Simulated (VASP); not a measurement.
# NiO (Fm-3m) in VASP: further runs, part 2 of 3

VASP 6.6.1. Earlier steps stand in the parts before.

### Step 3. Single point, PBEsol, collinear spin, ferromagnetic start

INCAR reads:

```
PREC = Accurate ; ENCUT = 520
EDIFF = 1E-7 ; ISMEAR = 0
SIGMA = 0.1 ; LREAL = F
LASPH = T ; NELM = 150
ALGO = Normal ; ISIF = 2
LWAVE = F ; LCHARG = F
ISPIN = 2 ; MAGMOM = 0.89 0.15
LORBIT = 11 ; LMAXMIX = 4
GGA = PS ; NBANDS = 19
```

KPOINTS reads:

```
regular mesh
0
Gamma
  18 18 18
```

POSCAR reads:

```
NiO
1.0
    0.0000000000      2.0580571402      2.0580571402
    2.0580571402      0.0000000000      2.0580571402
    2.0580571402      2.0580571402      0.0000000000
Ni O
1 1
Direct
    0.0000000000      0.0000000000      0.0000000000
    0.5000000000      0.5000000000      0.5000000000
```

Potentials or basis: VASP PAW PBE potentials, release 64 (Ni, O).

The run is started by

```console
$ cat potpaw_PBE.64/Ni/POTCAR potpaw_PBE.64/O/POTCAR > POTCAR
$ mpirun -np 1 vasp_std > vasp.out
```

OUTCAR:

```text
PREC = Accurate
   ENCUT = 520
   EDIFF = 1E-7
   ISMEAR = 0
   LREAL = F
   LASPH = T
   NELM = 150
   ISIF = 2
   ISPIN = 2
   LORBIT = 11
   GGA = PS

 ion  position               nearest neighbor table
   1  0.000  0.000  0.000-   2 2.06   2 2.06   2 2.06   2 2.06   2 2.06   2 2.06
   2  0.500  0.500  0.500-   1 2.06   1 2.06   1 2.06   1 2.06   1 2.06   1 2.06

  LATTYP: Found a face centered cubic cell.
 ALAT       =     4.1161142804

  Lattice vectors:

 A1 = (   0.0000000000,   2.0580571402,   2.0580571402)
 A2 = (   2.0580571402,   0.0000000000,   2.0580571402)
 A3 = (   2.0580571402,   2.0580571402,   0.0000000000)

Analysis of symmetry for initial positions (statically):
=====================================================================
 Subroutine PRICEL returns:
 Original cell was already a primitive cell.

 Routine SETGRP: Setting up the symmetry group for a
 face centered cubic supercell.

 Subroutine GETGRP returns: Found 48 space group operations
 (whereof 48 operations were pure point group operations)
 out of a pool of 48 trial point group operations.

The static configuration has the point symmetry O_h .

Analysis of symmetry for dynamics (positions and initial velocities):
=====================================================================
 Subroutine PRICEL returns:
 Original cell was already a primitive cell.

 Routine SETGRP: Setting up the symmetry group for a
 face centered cubic supercell.

 Subroutine GETGRP returns: Found 48 space group operations
 (whereof 48 operations were pure point group operations)
 out of a pool of 48 trial point group operations.

The dynamic configuration has the point symmetry O_h .

Analysis of structural, dynamic, and magnetic symmetry:
=====================================================================
 Subroutine PRICEL returns:
 Original cell was already a primitive cell.

 Routine SETGRP: Setting up the symmetry group for a
 face centered cubic supercell.

 Subroutine GETGRP returns: Found 48 space group operations
[... 141 lines left out ...]

 number of electron      15.9999988 magnetization       1.1979280

 Free energy of the ion-electron system (eV)
  ---------------------------------------------------
  ext. energy  EPLUGINS =         0.00000000
  ---------------------------------------------------
  free energy    TOTEN  =       -12.39936312 eV

  energy without entropy =      -12.39022350  energy(sigma->0) =      -12.39479331

 E-fermi :   8.4059     XC(G=0): -13.2017

 val. band max:        8.4049231360   @ k =   0.1667   0.0000   0.0000
 cond. band min:       8.4060162076   @ k =  -0.3333   0.2778   0.1111
 fundamental gap:      0.0010930716
 Fermi energy:         8.4059064741

 spin component 1

 k-point     1 :       0.0000    0.0000    0.0000
  band No.  band energies     occupation
      1     -12.4449      1.00000
      2       5.0867      1.00000
      3       5.0867      1.00000
      4       5.0867      1.00000
      5       5.7356      1.00000
      6       5.7356      1.00000
[... 517 lines left out ...]
     18      39.4194      0.00000
     19      40.5994      0.00000

 [... further k-points ...]

 spin component 2

 k-point     1 :       0.0000    0.0000    0.0000
  band No.  band energies     occupation
      1     -12.1682      1.00000
      2       5.4133      1.00000
      3       5.4133      1.00000
      4       5.4133      1.00000
      5       6.5526      1.00000
      6       6.5527      1.00000
[... 517 lines left out ...]
     18      39.7789      0.00000
     19      41.0010      0.00000

 [... further k-points ...]
[... 5 lines left out ...]
  --------------------------------------------------------------------------------------
  -------------------------------------------------------------------------------------
  Total       -0.0256097     -0.0256097     -0.0256097      0.0000000     -0.0000000     -0.0000000
  in kB       -2.3534878     -2.3534878     -2.3534878      0.0000000     -0.0000000     -0.0000000
  external PRESSURE =      -2.3534878 kB  Pullay stress =       0.0000000 kB

 VOLUME and BASIS-vectors are now :
 -----------------------------------------------------------------------------
  energy-cutoff  :      520.00
  volume of cell :       17.43
      direct lattice vectors                 reciprocal lattice vectors
     0.000000000  2.058057140  2.058057140    -0.242947579  0.242947579  0.242947579
     2.058057140  0.000000000  2.058057140     0.242947579 -0.242947579  0.242947579
     2.058057140  2.058057140  0.000000000     0.242947579  0.242947579 -0.242947579

 POSITION                                       TOTAL-FORCE (eV/Angst)
 -----------------------------------------------------------------------------------
      0.00000      0.00000      0.00000         0.000000      0.000000     -0.000000
      2.05806      2.05806      2.05806        -0.000000     -0.000000      0.000000
 -----------------------------------------------------------------------------------
    total drift:                                0.000000     -0.000000     -0.000000

  FREE ENERGIE OF THE ION-ELECTRON SYSTEM (eV)
  ---------------------------------------------------
  free  energy   TOTEN  =       -12.3993631161 eV

  energy  without entropy=      -12.3902235015  energy(sigma->0) =      -12.39479331

 total charge

# of ion       s       p       d       tot
------------------------------------------
    1        0.348   0.439   8.332   9.119
    2        1.558   3.392   0.000   4.950
--------------------------------------------------
tot          1.907   3.830   8.332  14.069

 magnetization (x)

# of ion       s       p       d       tot
------------------------------------------
    1        0.010   0.013   0.981   1.005
    2        0.023   0.141   0.000   0.164
--------------------------------------------------
tot          0.033   0.155   0.981   1.169
```

OSZICAR:

```text
N       E                     dE             d eps       ncg     rms          rms(c)
DAV:   1     0.826651005964E+02    0.82665E+02   -0.70247E+03 15813   0.106E+03
DAV:   2    -0.950266516048E+01   -0.92168E+02   -0.80704E+02 15311   0.237E+02
DAV:   3    -0.144511178837E+02   -0.49485E+01   -0.47131E+01 17098   0.554E+01
[... 46 lines left out ...]
DAV:  50    -0.123993631163E+02   -0.25138E-06   -0.10242E-06 19615   0.201E-02    0.856E-04
DAV:  51    -0.123993626383E+02    0.47804E-06   -0.14856E-06 17706   0.245E-02    0.402E-03
DAV:  52    -0.123993630124E+02   -0.37411E-06   -0.20854E-07 10852   0.959E-03    0.234E-03
DAV:  53    -0.123993631359E+02   -0.12354E-06   -0.56561E-07 17356   0.147E-02    0.710E-04
DAV:  54    -0.123993631161E+02    0.19818E-07   -0.51430E-08  8826   0.197E-03
   1 F= -.12399363E+02 E0= -.12394793E+02  d E =-.913961E-02  mag=     1.1987
```

Run time: 6.8 min. Hardware: 1 thread of Intel Xeon Platinum 8488C (Sapphire Rapids), shared host; peak memory 0.23 GiB.

What came out:

```
Free energy                                           : -12.3994 eV
Pressure                                              : -0.2 GPa
Net moment                                            : 1.20 μB per cell
Site moments                                          : Ni +1.00; O +0.16 μB
Valence electrons inside the program's atomic spheres : Ni 9.12; O 4.95
```

Levels at points of the mesh, in eV from the Fermi level:
Spin up:
| k point | band 6 | band 7 | band 8 | band 9 | band 10 | band 11 | band 12 | band 13 |
| --- | --- | --- | --- | --- | --- | --- | --- | --- |
| (0.00, 0.00, 0.00) | -2.67 | -2.48 | -2.48 | -2.48 | 1.69 | 17.73 | 19.14 | 19.14 |
| (0.50, 0.00, 0.00) | -1.65 | -1.16 | 0.68 | 0.68 | 5.52 | 10.28 | 14.17 | 14.17 |
| (0.50, 0.50, 0.00) | -2.28 | -1.63 | -1.33 | -1.33 | 6.37 | 10.67 | 12.32 | 16.97 |
Spin down:
| k point | band 4 | band 5 | band 6 | band 7 | band 8 | band 9 | band 10 | band 11 |
| --- | --- | --- | --- | --- | --- | --- | --- | --- |
| (0.00, 0.00, 0.00) | -2.99 | -1.85 | -1.85 | -1.85 | -1.06 | -1.06 | 1.93 | 17.71 |
| (0.50, 0.00, 0.00) | -5.42 | -0.89 | -0.89 | -0.51 | 1.95 | 1.95 | 5.64 | 10.63 |
| (0.50, 0.50, 0.00) | -4.39 | -2.96 | -0.63 | -0.63 | -0.61 | 0.03 | 6.68 | 10.91 |

Caveat: the PAW data sets were made with another functional, which shifts forces and pressure a little; a cell with one magnetic atom can't hold antiferromagnetic order, which such compounds often take; semilocal functionals often make such compounds metallic where correlation or magnetic order opens a gap, which also shifts bond lengths.

(Part 2 of 3 ends here.)
